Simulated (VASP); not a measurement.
Runs of VASP 6.6.1 on Co. The structure is that of space group P6/mmm (No. 191), or close to it. The cells are those of the table. 

```tsv
spin	cell	k mesh	cutoff (eV)	smearing	gap on the mesh (eV)	pressure (GPa)	moment (μB)
collinear, ferromagnetic start	a = 3.856, b = 3.856, c = 2.377 Å, angles 90.0, 90.0, 120.0°, 3 atoms	12 × 12 × 17	520	fermi-dirac 0.05 eV	none	-1.8	4.56
off	a = 3.963, b = 3.963, c = 2.426 Å, angles 90.0, 90.0, 120.0°, 3 atoms	11 × 11 × 15	600	fermi-dirac 0.1 eV	none	-25.8	-
off	a = 3.765, b = 3.765, c = 2.305 Å, angles 90.0, 90.0, 120.0°, 3 atoms	11 × 11 × 15	520	fermi-dirac 0.1 eV	none	(a)	-
off	a = 3.916, b = 3.916, c = 2.397 Å, angles 90.0, 90.0, 120.0°, 3 atoms	11 × 11 × 15	600	fermi-dirac 0.1 eV	none	-19.3	-
off	a = 3.817, b = 3.817, c = 2.336 Å, angles 90.0, 90.0, 120.0°, 3 atoms	13 × 13 × 18	520	fermi-dirac 0.1 eV	none	-0.7	-
collinear, ferromagnetic start	a = 3.803, b = 3.803, c = 2.345 Å, angles 90.0, 90.0, 120.0°, 3 atoms	11 × 11 × 15	520	fermi-dirac 0.05 eV	none	(c)	4.38
off	a = 3.657, b = 3.657, c = 2.239 Å, angles 90.0, 90.0, 120.0°, 3 atoms	11 × 11 × 15	600	fermi-dirac 0.1 eV	none	49.1	-
collinear, ferromagnetic start	a = 3.695, b = 3.695, c = 2.278 Å, angles 90.0, 90.0, 120.0°, 3 atoms	11 × 11 × 15	520	fermi-dirac 0.05 eV	none	(b)	4.05
```

Alike in all rows: task single point; level LDA; potentials or basis VASP PAW LDA potentials, release 64 (Co).

Problem. Fill in the values left out.

Solution. (a) 12.3; (b) 41.2; (c) 9.2.

A gap of «none» marks levels without a gap at the run's occupations.
